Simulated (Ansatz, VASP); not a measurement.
**SiNi: VASP beside Ansatz**

```
Si Ni
1.0
     1.96735   -1.96714    0.00000
     1.96735    1.96714    0.00000
     0.00000    0.00000    2.79192
Si Ni
1 1
Direct
  0.00000 0.00000 0.00000
  0.50000 0.50000 0.50000
```

Alike in both runs: task relaxation of cell and atoms; functional r2SCAN; k mesh 16 × 16 × 16; occupations gaussian, width 0.1 eV; no spin polarisation.

|  | VASP | Ansatz |
| --- | --- | --- |
| version | VASP 6.6.1 | Ansatz 0.2.0 |
| potentials or method | VASP PAW PBE potentials, release 64 (Si, Ni), cutoff 600 eV | scalar-relativistic, plane waves, PAW |
| valence electrons in the cell | 14 | 22 |

Ansatz gave:

- gap on the k mesh at the Fermi level, each at its own relaxed structure (eV): none
- relaxed volume (Å³/atom): 10.96
- relaxed length of the cell vector where the two differ most in proportion (Å): 2.803

Task: Estimate VASP's values.

Result: gap on the k mesh at the Fermi level, each at its own relaxed structure (eV): none; relaxed volume (Å³/atom): 10.96; relaxed length of the cell vector where the two differ most in proportion (Å): 2.805.

VASP's potentials were made for PBE, not for r2SCAN. A gap of «none» marks a metal or a gap that the smearing closes. VASP's potentials hold 14 valence electrons a cell and Ansatz's 22, so a difference there can come from the potentials and not from the codes.
